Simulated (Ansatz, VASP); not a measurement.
# ScAl3N3 in VASP and in Ansatz

```
Sc Al N
1.0
     5.13492    0.00000    0.00000
    -2.56746    4.44697    0.00000
     0.00000    0.00000    3.85033
Sc Al N
1 3 3
Direct
  0.00000 0.00000 0.50000
  0.50000 0.00000 0.00000
  0.00000 0.50000 0.00000
  0.50000 0.50000 0.00000
  0.33333 0.66667 0.50000
  0.66667 0.33333 0.50000
  0.00000 0.00000 0.00000
```

Alike in both runs: functional PBE; k mesh 4 × 4 × 3; occupations gaussian, width 0.2 eV; no spin polarisation.

Ansatz relaxed the structure, and its values are those at the end. VASP's run is a single point on that final structure, the one shown.

|  | VASP | Ansatz |
| --- | --- | --- |
| version | VASP 6.6.1 | Ansatz 0.2.0 |
| potentials or method | VASP PAW PBE potentials, release 64 (Sc_sv, Al, N), cutoff 600 eV | scalar-relativistic, plane waves, PAW |
| valence electrons in the cell | 35 | 35 |

Ansatz gave:

| Quantity | Value |
| --- | --- |
| gap on the k mesh at the Fermi level (eV) | none |
| pressure (GPa) | 0.0 |

Question: What did VASP give for the same quantities?

Answer: gap on the k mesh at the Fermi level (eV): none; pressure (GPa): 0.2.

A gap of «none» marks a metal or a gap that the smearing closes. The functional is the same, so the differences come from potentials, cutoffs and numerics.

The k mesh is coarse, so the values compare programs but aren't converged.
